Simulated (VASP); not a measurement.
## Mo: single point with PBE

The system is Mo.

```
CELL_PARAMETERS angstrom
2.25478 0.00000 0.00000
-1.12739 1.95270 0.00000
0.00000 0.00000 2.09838
ATOMIC_POSITIONS crystal
Mo 0.00000 0.00000 0.00000
```

This cell differs from its parent crystal: volume scaled by 0.55.

```yaml
Program: VASP 6.6.1
Task: single point
Functional: PBE
Potentials_or_basis: VASP PAW PBE potentials, release 64 (Mo_sv)
Cutoff: 520 eV
k_mesh: 18 × 18 × 16
Occupations: fermi-dirac, width 0.08 eV
Spin: no spin polarisation
```

```
Pressure               : 423.3 GPa
Band gap on the k mesh : zero (band 7 reaches 24.64 eV, above the bottom of band 8 at 20.05 eV)
```

Stress tensor (GPa, compression positive):
```
422.17   0.00   0.00
  0.00 422.17   0.00
  0.00   0.00 425.57
```

Levels at points of the mesh, in eV from the Fermi level:
| k point | band 5 | band 6 | band 7 | band 8 | band 9 | band 10 |
| --- | --- | --- | --- | --- | --- | --- |
| (0.00, 0.00, 0.00) | -8.80 | -7.05 | -2.69 | -2.69 | 8.87 | 8.87 |
| (0.50, 0.00, 0.00) | -9.77 | -4.65 | 1.18 | 4.37 | 7.15 | 9.16 |
| (0.00, 0.00, 0.50) | -3.81 | -0.77 | -0.77 | 1.01 | 1.01 | 1.71 |
| (0.50, 0.00, 0.50) | -11.69 | -6.81 | -1.91 | 7.43 | 10.13 | 13.19 |

It took 38 s on 1 thread of AMD EPYC 7R43 64-Core Processor (Zen 3), on a shared host, peak memory 0.11 GiB.
